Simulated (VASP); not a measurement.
Sn2Sb3Te: relaxation of cell and atoms with PBE

Sn2Sb3Te:

```xyz
6
Lattice="4.3300 0.0000 0.0000 -2.1650 3.7499 0.0000 0.0000 0.0000 10.6000" Properties=species:S:1:pos:R:3 pbc="T T T"
Sn    0.0000    2.4999    1.7490
Sn    2.1650    1.2500    8.8510
Sb    0.0000    2.4999    6.9960
Sb    0.0000    0.0000    5.3000
Sb    2.1650    1.2500    3.6040
Te    0.0000    0.0000    0.0000
```

```json
{"Program": "VASP 6.6.1", "Task": "relaxation of cell and atoms", "Functional": "PBE", "Potentials or basis": "VASP PAW PBE potentials, release 64 (Sn_d, Sb, Te)", "Cutoff": "600 eV", "k mesh": "4 × 4 × 2", "Occupations": "gaussian, width 0.2 eV", "Spin": "no spin polarisation", "Dipole correction": "no", "Further INCAR settings": "ALGO = Normal; EDIFF = 1e-06; IBRION = 2; EDIFFG = -0.08; NSW = 36; ISIF = 3"}
```

- Relaxed volume: 30.44 Å³/atom
- Relaxed cell: a = 4.428 Å, b = 4.428 Å, c = 10.754 Å, α = 90.00°, β = 90.00°, γ = 120.00°
- Space group after relaxing (to 0.1 Å): P-3m1 (No. 164)
- Energy gained by relaxing: 35.6 meV/atom
- Ionic steps: 5
- Pressure after relaxing: 0.2 GPa
- Largest force after relaxing: 0.072 eV/Å
- Band gap on the k mesh: zero (an odd number of electrons rules out a gap without spin polarisation)

Forces on the atoms (eV/Å):
```
Sn   0.000  0.000  0.041
Sn   0.000  0.000 -0.041
Sb   0.000  0.000 -0.072
Sb   0.000  0.000  0.000
Sb   0.000  0.000  0.072
Te   0.000  0.000  0.000
```

Stress tensor (GPa, compression positive):
```
0.22 0.00 0.00
0.00 0.22 0.00
0.00 0.00 0.14
```

Step by step:
```
step  energy change (eV)  largest force (eV/Å)  pressure (GPa)  volume (Å³)
   1              0.0000                0.7947            3.59       172.11
   2             -0.1628                0.4110           -1.24       188.64
   3             -0.1724                0.4751           -0.43       185.24
   4             -0.1966                0.3214           -0.22       184.30
   5             -0.2137                0.0717            0.19       182.62
```

Final structure:
```cif
data_structure
_symmetry_space_group_name_H-M 'P 1'
_symmetry_Int_Tables_number 1
_cell_length_a 4.4281
_cell_length_b 4.4281
_cell_length_c 10.7544
_cell_angle_alpha 90.000
_cell_angle_beta 90.000
_cell_angle_gamma 120.000
_cell_volume 182.62
loop_
_atom_site_label
_atom_site_type_symbol
_atom_site_fract_x
_atom_site_fract_y
_atom_site_fract_z
_atom_site_occupancy
Sn1 Sn 0.33333 0.66667 0.17429 1
Sn2 Sn 0.66667 0.33333 0.82571 1
Sb1 Sb 0.33333 0.66667 0.66431 1
Sb2 Sb 0.00000 0.00000 0.50000 1
Sb3 Sb 0.66667 0.33333 0.33569 1
Te1 Te 0.00000 0.00000 0.00000 1
```

Levels at points of the mesh, in eV from the Fermi level:
```csv
k point,band 20,band 21,band 22,band 23,band 24,band 25,band 26,band 27,band 28,band 29
"(0.00, 0.00, 0.00)",-1.58,-1.58,-0.87,-0.87,-0.18,-0.09,0.59,0.59,1.39,1.39
"(0.50, 0.00, 0.00)",-3.03,-2.55,-2.47,-1.75,-1.67,-1.30,1.38,2.02,2.26,2.34
"(0.00, 0.00, 0.50)",-1.59,-1.03,-0.74,-0.74,-0.63,0.14,0.14,0.39,0.53,2.52
"(0.50, 0.00, 0.50)",-3.11,-2.90,-2.68,-0.89,-0.87,0.15,0.20,0.45,0.55,3.06
```

Run time: 5 min on 1 thread of Oxide Virtual Turin-like Processor (shared host), peak memory 0.34 GiB.

Caveat: the k points lie up to 0.41 Å⁻¹ apart in the final cell, too coarse for converged energies and pressures of a metal; spin-orbit coupling is left out, which moves the levels of the heavy elements; an odd number of electrons without spin polarisation forces a metal; a magnetic or distorted state may lie lower; the relaxation stopped at a loose force limit of 0.08 eV/Å, so its end isn't a converged minimum.
